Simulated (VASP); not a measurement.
TiAl:

```
Ti Al
1.0
     2.86726    0.00000    0.00000
    -1.43363    2.48312    0.00000
     0.00000    0.00000    4.67808
Ti Al
1 1
Cartesian
  0.0000 0.0000 0.0000
  0.0000 1.6554 2.3390
```

Base run:

- Program: VASP 6.6.1
- Functional: PBE
- Potentials or basis: VASP PAW PBE potentials, release 64 (Ti_sv, Al)
- Cutoff: 520 eV
- k mesh: 11 × 11 × 6
- Occupations: fermi-dirac, width 0.05 eV
- Spin: no spin polarisation

Its results: pressure 0.2 GPa.

The run is repeated on the same cell with these changes: functional from PBE to LDA; potentials or basis from VASP PAW PBE potentials, release 64 (Ti_sv, Al) to VASP PAW LDA potentials, release 64 (Ti_sv, Al). What comes out?

Pressure -6.1 GPa.
